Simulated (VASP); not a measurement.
# Te2Mo in VASP: notebook

Te2Mo is run at these levels: r2SCAN; tasks: single point.

Program: VASP 6.6.1. These are calculated values, not measurements. Logs are shortened: lines on timing, memory, paths and dates and some standing lists are left out, and cuts for length are marked.

### Step 1. The cell of the first run

The cell holds a slab with vacuum, 3 atoms: a = 3.503 Å, b = 3.503 Å, c = 18.103 Å, α = 90.00°, β = 90.00°, γ = 120.00°.

### Step 2. Single point, r2SCAN

Contents of POSCAR:

```
Te2Mo
1.0
    3.5027996609      0.0000000000      0.0000000000
   -1.7513998305      3.0335134907      0.0000000000
    0.0000000000      0.0000000000     18.1034304065
Te Mo
2 1
Direct
    0.3333333333      0.6666666667      0.8978554500
    0.3333333333      0.6666666667      0.1021445500
    0.0000000000      0.0000000000      0.0000000000
```

Contents of INCAR.step1:

```
  PREC = Accurate
  ENCUT = 520
  ISMEAR = 0
  SIGMA = 0.05
  LREAL = False
  LASPH = True
  NELM = 60
  NBANDS = 20
  GGA = PE
  ALGO = Normal
  EDIFF = 1E-4
  LWAVE = True
  LCHARG = False
```

Contents of INCAR.step2:

```
  PREC = Accurate
  ENCUT = 520
  EDIFF = 1E-6
  ISMEAR = 0
  SIGMA = 0.05
  LREAL = False
  LASPH = True
  NELM = 60
  ALGO = Normal
  ISIF = 2
  LWAVE = False
  LCHARG = False
  METAGGA = R2SCAN
  LMIXTAU = True
  NBANDS = 20
  ISTART = 1
```

Contents of KPOINTS:

```
regular mesh
0
Gamma
  12 12 2
```

Potentials or basis: VASP PAW PBE potentials, release 64 (Te, Mo_sv).

Started as:

```
$ cat potpaw_PBE.64/Te/POTCAR potpaw_PBE.64/Mo_sv/POTCAR > POTCAR
$ cp INCAR.step1 INCAR
$ mpirun -np 1 vasp_std > vasp.out
$ cp INCAR.step2 INCAR
$ mpirun -np 1 vasp_std > vasp.out
```

OUTCAR:

```text
PREC = Accurate
   ENCUT = 520
   EDIFF = 1E-6
   ISMEAR = 0
   LREAL = False
   LASPH = True
   NELM = 60
   ISIF = 2
   METAGGA = R2SCAN
   ISTART = 1

 ion  position               nearest neighbor table
   1  0.333  0.667  0.898-   3 2.74   3 2.74   3 2.74
   2  0.333  0.667  0.102-   3 2.74   3 2.74   3 2.74
   3  0.000  0.000  0.000-   1 2.74   2 2.74   1 2.74   2 2.74   1 2.74   2 2.74

  LATTYP: Found a hexagonal cell.
 ALAT       =     3.5027996609
 C/A-ratio  =     5.1682745686

  Lattice vectors:

 A1 = (   3.5027996609,   0.0000000000,   0.0000000000)
 A2 = (  -1.7513998305,   3.0335134907,   0.0000000000)
 A3 = (   0.0000000000,   0.0000000000,  18.1034304065)

Analysis of symmetry for initial positions (statically):
=====================================================================
 Subroutine PRICEL returns:
 Original cell was already a primitive cell.

 Routine SETGRP: Setting up the symmetry group for a
 hexagonal supercell.

 Subroutine GETGRP returns: Found 12 space group operations
 (whereof 12 operations were pure point group operations)
 out of a pool of 24 trial point group operations.

The static configuration has the point symmetry D_3h.

Analysis of symmetry for dynamics (positions and initial velocities):
=====================================================================
 Subroutine PRICEL returns:
 Original cell was already a primitive cell.

 Routine SETGRP: Setting up the symmetry group for a
 hexagonal supercell.

 Subroutine GETGRP returns: Found 12 space group operations
 (whereof 12 operations were pure point group operations)
 out of a pool of 24 trial point group operations.

The dynamic configuration has the point symmetry D_3h.

 Subroutine INISYM returns: Found 12 space group operations
 (whereof 12 operations are pure point group operations),
 and found     1 'primitive' translations

----------------------------------------------------------------------------------------

                                     Primitive cell

  volume of cell :     192.3633

  direct lattice vectors                    reciprocal lattice vectors
     3.502799661  0.000000000  0.000000000     0.285485925  0.164825375  0.000000000
    -1.751399831  3.033513491  0.000000000     0.000000000  0.329650751  0.000000000
     0.000000000  0.000000000 18.103430406     0.000000000  0.000000000  0.055238150

  length of vectors
     3.502799661  3.502799661 18.103430406     0.329650751  0.329650751  0.055238150

  position of ions in fractional coordinates (direct lattice)
     0.333333333  0.666666667  0.897855450
     0.333333333  0.666666667  0.102144550
     0.000000000  0.000000000  0.000000000

  ion indices of the primitive-cell ions
   primitive index   ion index
                 1           1
                 2           2
                 3           3

----------------------------------------------------------------------------------------

 KPOINTS: regular mesh

Automatic generation of k-mesh.
 Grid dimensions read from file:
 generate k-points for:   12   12    2

 Generating k-lattice:

  Cartesian coordinates                     Fractional coordinates (reciprocal lattice)
     0.023790494  0.013735448  0.000000000     0.083333333  0.000000000  0.000000000
     0.000000000  0.027470896  0.000000000     0.000000000  0.083333333  0.000000000
     0.000000000  0.000000000  0.027619075     0.000000000  0.000000000  0.500000000

  Length of vectors
     0.027470896  0.027470896  0.027619075

  Shift w.r.t. Gamma in fractional coordinates (k-lattice)
     0.000000000  0.000000000  0.000000000

 Subroutine IBZKPT returns following result:
 ===========================================

 Found     38 irreducible k-points:

 Following reciprocal coordinates:
            Coordinates               Weight
  0.000000  0.000000  0.000000      1.000000
  0.083333 -0.000000  0.000000      6.000000
  0.166667 -0.000000  0.000000      6.000000
  0.250000  0.000000  0.000000      6.000000
  0.333333  0.000000  0.000000      6.000000
  0.416667 -0.000000  0.000000      6.000000
[... 16 lines left out ...]
  0.250000  0.000000  0.500000      6.000000
  0.333333  0.000000  0.500000      6.000000
 [... further k-points ...]
   k-points           NKPTS =     38   k-points in BZ     NKDIM =     38   number of bands    NBANDS=     20
   number of dos      NEDOS =    301   number of ions     NIONS =      3
   total plane-waves  NPLWV = 109760
   dimension x,y,z NGX =    28 NGY =   28 NGZ =  140
   dimension x,y,z NGXF=    56 NGYF=   56 NGZF=  280
   ions per type =               2   1
   NGX,Y,Z   is equivalent  to a cutoff of  13.29, 13.29, 12.86 a.u.
   NGXF,Y,Z  is equivalent  to a cutoff of  26.58, 26.58, 25.71 a.u.
 SYSTEM =  unknown system
   PREC   = accura    normal or accurate (medium, high low for compatibility)
   ISTART =      1    job   : 0-new  1-cont  2-samecut
   ICHARG =      0    charge: 1-file 2-atom 10-const
   ISPIN  =      1    spin polarized calculation?
   LNONCOLLINEAR =      F non collinear calculations
   LSORBIT =      F    spin-orbit coupling
   LASPH  =      T    aspherical Exc in radial PAW
   ENCUT  =  520.0 eV  38.22 Ry    6.18 a.u.   6.51  6.51 33.66*2*pi/ulx,y,z
   NELM   =     60;   NELMIN=  2; NELMDL=  0     # of ELM steps
   EDIFF  = 0.1E-05   stopping-criterion for ELM
   LREAL  =      F    real-space projection
   EDIFFG = 0.1E-04   stopping-criterion for IOM
   NSW    =      0    number of steps for IOM
   IBRION =     -1    ionic relax: 0-MD 1-quasi-New 2-CG
   NFREE  =      0    steps in history (QN), initial steepest desc. (CG)
   ISIF   =      2    stress and relaxation
   ISYM   =      2    0-nonsym 1-usesym 2-fastsym
   POTIM  = 0.5000    time-step for ionic-motion
   TEBEG  =    0.0;   TEEND  =   0.0 temperature during run
   PSTRESS=    0.0 pullay stress
   NELECT =      26.0000    total number of electrons
   NUPDOWN=      -1.0000    fix difference up-down
   EMIN   =  10.00;   EMAX   =-10.00  energy-range for DOS
   EFERMI =   0.00;   METHOD = LEGACY
   ISMEAR =     0;   SIGMA  =   0.05  broadening in eV -4-tet -1-fermi 0-gaus
   EFERMI_NEDOS =   21; number of points for ismear=-14 and -15
   IALGO  =     38    algorithm
   IMIX   =      4    mixing-type and parameters
     AMIX     =   0.40;   BMIX     =  1.00
     AMIX_MAG =   1.60;   BMIX_MAG =  1.00
  volume/ion in A,a.u.               =      64.12       432.71
  Fermi-wavevector in a.u.,A,eV,Ry     =   0.840153  1.587660  9.603777  0.705858
  Thomas-Fermi vector in A             =   1.954489
   LORBIT       =      0    0 simple, 1 ext, 2 COOP (PROOUT), +10 PAW based schemes
   METAGGA = R2SCAN    functional components
   LHFCALC =     F    Hartree Fock is set to
   AEXX    =    0.0000 exact exchange contribution
   IVDW    =     0    specifies the selected vdW correction
   LEPSILON=     F    determine dielectric tensor
   LRPA    =     F    only Hartree local field effects (RPA)
 non-spin polarized calculation
 Gauss-broadening in eV      SIGMA  =   0.05
  energy-cutoff  :      520.00
  volume of cell :      192.36
 maximum number of plane-waves:      5264
 NGX is ok and might be reduce to    28

 number of electron      25.9999999 magnetization

 Free energy of the ion-electron system (eV)
  ---------------------------------------------------
  ext. energy  EPLUGINS =         0.00000000
  ---------------------------------------------------
  free energy    TOTEN  =       -77.73100005 eV

  energy without entropy =      -77.73100005  energy(sigma->0) =      -77.73100005

 E-fermi :   0.5190     XC(G=0):  -4.7365

 val. band max:        0.0938361106   @ k =   0.3333   0.3333   0.5000
 cond. band min:       1.3886299907   @ k =   0.1667   0.1667   0.0000
 fundamental gap:      1.2947938800
 Fermi energy:         0.5189918934

 k-point     1 :       0.0000    0.0000    0.0000
  band No.  band energies     occupation
      1     -62.5702      2.00000
      2     -36.0186      2.00000
      3     -35.8654      2.00000
      4     -35.8654      2.00000
      5     -13.1428      2.00000
      6     -12.2231      2.00000
[... 12 lines left out ...]
     19       5.1734      0.00000
     20       5.8497      0.00000

 k-point     2 :       0.0833   -0.0000    0.0000
  band No.  band energies     occupation
      1     -62.5694      2.00000
      2     -36.0165      2.00000
      3     -35.8752      2.00000
      4     -35.8677      2.00000
      5     -13.0382      2.00000
      6     -12.1478      2.00000
[... 12 lines left out ...]
     19       5.2939      0.00000
     20       5.9904      0.00000

 k-point     3 :       0.1667   -0.0000    0.0000
  band No.  band energies     occupation
      1     -62.5673      2.00000
      2     -36.0106      2.00000
      3     -35.9018      2.00000
      4     -35.8739      2.00000
      5     -12.7334      2.00000
      6     -11.9290      2.00000
[... 12 lines left out ...]
     19       5.6442      0.00000
     20       6.2970      0.00000

 k-point     4 :       0.2500    0.0000    0.0000
  band No.  band energies     occupation
      1     -62.5644      2.00000
      2     -36.0027      2.00000
      3     -35.9380      2.00000
      4     -35.8824      2.00000
      5     -12.2593      2.00000
      6     -11.5911      2.00000
[... 12 lines left out ...]
     19       6.1843      0.00000
     20       6.7179      0.00000

 k-point     5 :       0.3333    0.0000    0.0000
  band No.  band energies     occupation
      1     -62.5616      2.00000
      2     -35.9947      2.00000
      3     -35.9739      2.00000
      4     -35.8909      2.00000
      5     -11.6842      2.00000
      6     -11.1896      2.00000
[... 12 lines left out ...]
     19       6.2608      0.00000
     20       6.6318      0.00000
[... 353 lines left out ...]
      6     -12.1478      2.00000
[... 12 lines left out ...]
     19       5.0113      0.00000
     20       6.3450      0.00000

 k-point    22 :       0.1667   -0.0000    0.5000
  band No.  band energies     occupation
      1     -62.5673      2.00000
      2     -36.0106      2.00000
      3     -35.9018      2.00000
      4     -35.8739      2.00000
      5     -12.7334      2.00000
      6     -11.9290      2.00000
[... 12 lines left out ...]
     19       5.3597      0.00000
     20       6.6817      0.00000

 k-point    23 :       0.2500    0.0000    0.5000
  band No.  band energies     occupation
      1     -62.5644      2.00000
      2     -36.0027      2.00000
      3     -35.9380      2.00000
      4     -35.8824      2.00000
      5     -12.2593      2.00000
      6     -11.5911      2.00000
[... 12 lines left out ...]
     19       5.9176      0.00000
     20       7.1521      0.00000

 k-point    24 :       0.3333    0.0000    0.5000
  band No.  band energies     occupation
      1     -62.5616      2.00000
      2     -35.9947      2.00000
      3     -35.9739      2.00000
      4     -35.8909      2.00000
      5     -11.6842      2.00000
      6     -11.1896      2.00000
[... 12 lines left out ...]
     19       6.3094      0.00000
     20       6.5371      0.00000

 [... further k-points ...]

------------------------ aborting loop because EDIFF is reached ----------------------------------------

  FORCE on cell =-STRESS in cart. coord.  units (eV):
  Direction    XX          YY          ZZ          XY          YZ          ZX
  --------------------------------------------------------------------------------------
  -------------------------------------------------------------------------------------
  Total        0.6095124      0.6095124     -1.8639000     -0.0000000      0.0000000      0.0000000
  in kB        5.0765777      5.0765777    -15.5242665     -0.0000000      0.0000000      0.0000000
  external PRESSURE =      -1.7903703 kB  Pullay stress =       0.0000000 kB

 VOLUME and BASIS-vectors are now :
 -----------------------------------------------------------------------------
  energy-cutoff  :      520.00
  volume of cell :      192.36
      direct lattice vectors                 reciprocal lattice vectors
     3.502799661  0.000000000  0.000000000     0.285485925  0.164825375  0.000000000
    -1.751399831  3.033513491  0.000000000     0.000000000  0.329650751  0.000000000
     0.000000000  0.000000000 18.103430406     0.000000000  0.000000000  0.055238150

 POSITION                                       TOTAL-FORCE (eV/Angst)
 -----------------------------------------------------------------------------------
     -0.00000      2.02234     16.25426        -0.000000      0.000000      0.499751
     -0.00000      2.02234      1.84917        -0.000000     -0.000000     -0.499751
      0.00000      0.00000      0.00000         0.000000     -0.000000      0.000000
 -----------------------------------------------------------------------------------
    total drift:                                0.000000     -0.000000     -0.000000

  FREE ENERGIE OF THE ION-ELECTRON SYSTEM (eV)
  ---------------------------------------------------
  free  energy   TOTEN  =       -77.7310000478 eV

  energy  without entropy=      -77.7310000478  energy(sigma->0) =      -77.73100005
```

Wall time 5.2 min (1 thread of Intel Xeon 6975P-C (Granite Rapids), shared host); peak memory 0.45 GiB.

What came out:

* Free energy: -77.7310 eV
* Largest force: 0.500 eV/Å
* Band gap on the k mesh: 1.29 eV (least direct gap 1.31 eV)

Forces on the atoms (eV/Å):
```
Te   0.000  0.000  0.500
Te   0.000  0.000 -0.500
Mo   0.000  0.000  0.000
```

Caveat: there is no dipole correction, which matters where the two faces differ; the PAW data sets were made with another functional, which shifts forces and pressure a little; spin-orbit coupling is left out, which moves the levels of the heavy elements.

### Step 3. Single point, r2SCAN

This run uses another cell than the first one, of the same volume but with other edges.

Contents of POSCAR:

```
Te2Mo
1.0
    3.8351445395      0.0000000000      0.0000000000
   -1.9175722698      3.3213325984      0.0000000000
    0.0000000000      0.0000000000     15.1017752310
Te Mo
2 1
Direct
    0.3333333333      0.6666666667      0.8978554500
    0.3333333333      0.6666666667      0.1021445500
    0.0000000000      0.0000000000      0.0000000000
```

Contents of INCAR.step1:

```
SYSTEM = Te2Mo
  ALGO = Normal
  EDIFF = 1E-4
  ENCUT = 520
  GGA = PE
  ISMEAR = 0
  LASPH = .TRUE.
  LCHARG = .FALSE.
  LREAL = .FALSE.
  LWAVE = .TRUE.
  NBANDS = 20
  NELM = 80
  PREC = Accurate
  SIGMA = 0.05
```

Contents of INCAR.step2:

```
SYSTEM = Te2Mo
  ALGO = Normal
  EDIFF = 1E-6
  ENCUT = 520
  ISIF = 2
  ISMEAR = 0
  ISTART = 1
  LASPH = .TRUE.
  LCHARG = .TRUE.
  LELF = .TRUE.
  LMIXTAU = .TRUE.
  LREAL = .FALSE.
  LVHAR = .TRUE.
  LWAVE = .FALSE.
  METAGGA = R2SCAN
  NBANDS = 20
  NELM = 80
  PREC = Accurate
  SIGMA = 0.05
```

Contents of KPOINTS:

```
k-points
0
G
  12 12 2
  0 0 0
```

Potentials or basis: VASP PAW PBE potentials, release 64 (Te, Mo_sv).

Started as:

```
$ cat potpaw_PBE.64/Te/POTCAR potpaw_PBE.64/Mo_sv/POTCAR > POTCAR
$ cp INCAR.step1 INCAR
$ mpirun -np 1 vasp_std > vasp.out
$ cp INCAR.step2 INCAR
$ mpirun -np 1 vasp_std > vasp.out
```

It took 6.1 min on 1 thread of Intel Xeon 6975P-C (Granite Rapids), shared host; peak memory 0.43 GiB.

Results (log left out):

- Free energy: -76.9811 eV
- Largest force: 2.578 eV/Å
- Band gap on the k mesh: zero (bands 13 and 14 overlap by 0.42 eV)

Forces in eV/Å, atoms in the order of the input:
```
Te   0.000  0.000 -2.578
Te   0.000  0.000  2.578
Mo   0.000  0.000  0.000
```

Levels at points of the mesh, in eV from the Fermi level:
| k point | band 10 | band 11 | band 12 | band 13 | band 14 | band 15 | band 16 | band 17 |
| --- | --- | --- | --- | --- | --- | --- | --- | --- |
| (0.00, 0.00, 0.00) | -1.99 | -1.99 | -0.54 | 0.23 | 2.36 | 2.36 | 2.91 | 2.91 |
| (0.50, 0.00, 0.00) | -3.21 | -1.97 | -0.95 | -0.87 | 0.53 | 0.59 | 3.39 | 3.71 |
| (0.00, 0.00, 0.50) | -1.99 | -1.99 | -0.54 | 0.23 | 2.36 | 2.36 | 2.91 | 2.91 |
| (0.50, 0.00, 0.50) | -3.21 | -1.97 | -0.95 | -0.87 | 0.53 | 0.59 | 3.39 | 3.71 |

Caveat: there is no dipole correction, which matters where the two faces differ; the PAW data sets were made with another functional, which shifts forces and pressure a little; spin-orbit coupling is left out, which moves the levels of the heavy elements.

### Step 4. Single point, r2SCAN

This run uses another cell than the first one, of the same volume but with other edges.

Contents of POSCAR:

```
Te2Mo
1.0
    3.2621000826      0.0000000000      0.0000000000
   -1.6310500413      2.8250615412      0.0000000000
    0.0000000000      0.0000000000     20.8735786348
Te Mo
2 1
Direct
    0.3333333333      0.6666666667      0.8978554500
    0.3333333333      0.6666666667      0.1021445500
    0.0000000000      0.0000000000      0.0000000000
```

Contents of INCAR.step1:

```
SYSTEM = Te2Mo
PREC = Accurate ; ENCUT = 520
ISMEAR = 0 ; SIGMA = 0.05
LREAL = .False. ; LASPH = .True.
NELM = 60 ; NBANDS = 20
GGA = PE ; ALGO = Normal
EDIFF = 1E-4 ; LWAVE = .True.
LCHARG = .False.
```

Contents of INCAR.step2:

```
SYSTEM = Te2Mo
PREC = Accurate ; ENCUT = 520
EDIFF = 1E-6 ; ISMEAR = 0
SIGMA = 0.05 ; LREAL = .False.
LASPH = .True. ; NELM = 60
ALGO = Normal ; ISIF = 2
LWAVE = .False. ; LCHARG = .False.
METAGGA = R2SCAN ; LMIXTAU = .True.
NBANDS = 20 ; ISTART = 1
```

Contents of KPOINTS:

```
regular mesh
0
Gamma
  12 12 2
  0 0 0
```

Started as:

```
$ cat potpaw_PBE.64/Te/POTCAR potpaw_PBE.64/Mo_sv/POTCAR > POTCAR
$ cp INCAR.step1 INCAR
$ mpirun -np 1 vasp_std > vasp.out
$ cp INCAR.step2 INCAR
$ mpirun -np 1 vasp_std > vasp.out
```

Run time: 4.3 min. Hardware: 1 thread of Intel Xeon 6975P-C (Granite Rapids), shared host; peak memory 0.42 GiB.

It converged, with:

```
Free energy            : -76.5869 eV
Largest force          : 2.083 eV/Å
Band gap on the k mesh : zero (bands 13 and 14 overlap by 0.10 eV)
```

Forces in eV/Å, atoms in the order of the input:
```
Te   0.000  0.000  2.083
Te   0.000  0.000 -2.083
Mo   0.000  0.000  0.000
```

Levels at points of the mesh, in eV from the Fermi level:
| k point | band 10 | band 11 | band 12 | band 13 | band 14 | band 15 | band 16 | band 17 |
| --- | --- | --- | --- | --- | --- | --- | --- | --- |
| (0.00, 0.00, 0.00) | -1.25 | -1.25 | -0.36 | -0.36 | 3.23 | 3.56 | 3.56 | 3.60 |
| (0.50, 0.00, 0.00) | -3.38 | -2.06 | -1.75 | 0.01 | 0.82 | 1.86 | 2.12 | 2.71 |
| (0.00, 0.00, 0.50) | -1.25 | -1.25 | -0.36 | -0.36 | 3.26 | 3.56 | 3.56 | 3.57 |
| (0.50, 0.00, 0.50) | -3.38 | -2.06 | -1.75 | 0.01 | 0.82 | 1.86 | 2.12 | 2.71 |

Caveat: there is no dipole correction, which matters where the two faces differ; the PAW data sets were made with another functional, which shifts forces and pressure a little; spin-orbit coupling is left out, which moves the levels of the heavy elements.

### Step 5. Overview

| cell | gap on the mesh (eV) | largest force (eV/Å) |
| --- | --- | --- |
| a = 3.503, b = 3.503, c = 18.103 Å, angles 90.0, 90.0, 120.0°, 3 atoms | 1.29 | 0.50 |
| a = 3.835, b = 3.835, c = 15.102 Å, angles 90.0, 90.0, 120.0°, 3 atoms | none | 2.58 |
| a = 3.262, b = 3.262, c = 20.874 Å, angles 90.0, 90.0, 120.0°, 3 atoms | none | 2.08 |

Alike in all rows: task single point; level r2SCAN; potentials or basis VASP PAW PBE potentials, release 64 (Te, Mo_sv); no spin polarisation; k mesh 12 × 12 × 2; cutoff (eV) 520; smearing gaussian 0.05 eV.

Caveats: there is no dipole correction, which matters where the two faces differ; the PAW data sets were made with another functional, which shifts forces and pressure a little; spin-orbit coupling is left out, which moves the levels of the heavy elements.

Total energies depend on the potentials used, so only differences within one code and one set of settings carry meaning.

The gap in the log of VASP goes by the Fermi energy; the results here count the filled bands.